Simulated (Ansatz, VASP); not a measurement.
## HfN in VASP and in Ansatz

```xyz
2
Lattice="0.0000 2.3633 2.1945 2.3633 0.0000 2.1945 2.3633 2.3633 0.0000" Properties=species:S:1:pos:R:3 pbc="T T T"
Hf    0.0000    0.0000    0.0000
N     2.3633    2.3633    2.1945
```

Change from the starting cell: strain +0.050 along x and y, -0.025 along z, atoms carried along.

Alike in both runs: task single point; functional PBEsol; k mesh 22 × 22 × 22; occupations gaussian, width 0.15 eV; no spin polarisation.

```csv
,VASP,Ansatz
version,VASP 6.6.1,Ansatz 0.2.0
potentials or method,"VASP PAW PBE potentials, release 64 (Hf_pv, N), cutoff 600 eV","scalar-relativistic, plane waves, PAW"
valence electrons in the cell,15,31
```

Ansatz gave:

```
gap on the k mesh at the Fermi level (eV)                     : none
pressure (GPa)                                                : -14.5
traceless stress, the component that is largest in VASP (GPa) : 20.53
```

Which values does VASP return?

gap on the k mesh at the Fermi level (eV): none; pressure (GPa): -16.6; traceless stress, the component that is largest in VASP (GPa): 20.33.

VASP's potentials were made for PBE, not for PBEsol. A gap of «none» marks a metal or a gap that the smearing closes. VASP's potentials hold 15 valence electrons a cell and Ansatz's 31, so a difference there can come from the potentials and not from the codes.

Neither program's run includes spin-orbit coupling.
